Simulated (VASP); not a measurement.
Wanted: the native input for a VASP 6.6.1 run.

| Item | Value |
| --- | --- |
| Task | single point |
| Functional | PBEsol |
| Potentials or basis | VASP PAW PBE potentials, release 64 (Li_sv, F) |
| Cutoff | 520 eV |
| k mesh | 12 × 12 × 1 |
| Occupations | gaussian, width 0.05 eV |
| Spin | no spin polarisation |
| Dipole correction | yes |
| Further INCAR settings | ALGO = Normal; EDIFF = 1e-06; NBANDS = 32 |

The structure of Li5F4 lies in POSCAR:

```
Li5F4
1.0
    2.8340101035      0.0000000000      0.0000000000
   -1.4170050518      2.4543247443      0.0000000000
    0.0000000000      0.0000000000     24.2558382394
Li F
5 4
Direct
    0.6666666667      0.3333333333      0.3092039090
    0.3333333333      0.6666666667      0.4046019545
    0.0000000000      0.0000000000      0.5000000000
    0.6666666667      0.3333333333      0.5953980455
    0.3333333333      0.6666666667      0.6907960910
    0.0000000000      0.0000000000      0.3569029318
    0.6666666667      0.3333333333      0.4523009773
    0.3333333333      0.6666666667      0.5476990227
    0.0000000000      0.0000000000      0.6430970682
```

These files were run (other wordings do the same):

INCAR

```
PREC = Accurate
ENCUT = 520
EDIFF = 1E-6
ISMEAR = 0
SIGMA = 0.05
LREAL = False
LASPH = True
NELM = 60
ALGO = Normal
ISIF = 2
LWAVE = False
LCHARG = False
LDIPOL = True
IDIPOL = 3
DIPOL = 0.5 0.5 0.500
GGA = PS
NBANDS = 32
```

KPOINTS

```
regular mesh
0
Gamma
  12 12 1
```

Potentials or basis: VASP PAW PBE potentials, release 64 (Li_sv, F).

Launch:

```bash
$ cat potpaw_PBE.64/Li_sv/POTCAR potpaw_PBE.64/F/POTCAR > POTCAR
$ mpirun -np 1 vasp_std > vasp.out
```

It gave:

| Item | Value |
| --- | --- |
| Largest force | 0.068 eV/Å |

Caveat: the PAW data sets were made with another functional, which shifts forces and pressure a little; an odd number of electrons without spin polarisation forces a metal; a magnetic or distorted state may lie lower.

Wall time 5 min on 1 thread of AMD EPYC 7R13 (shared host), peak memory 0.3 GiB.
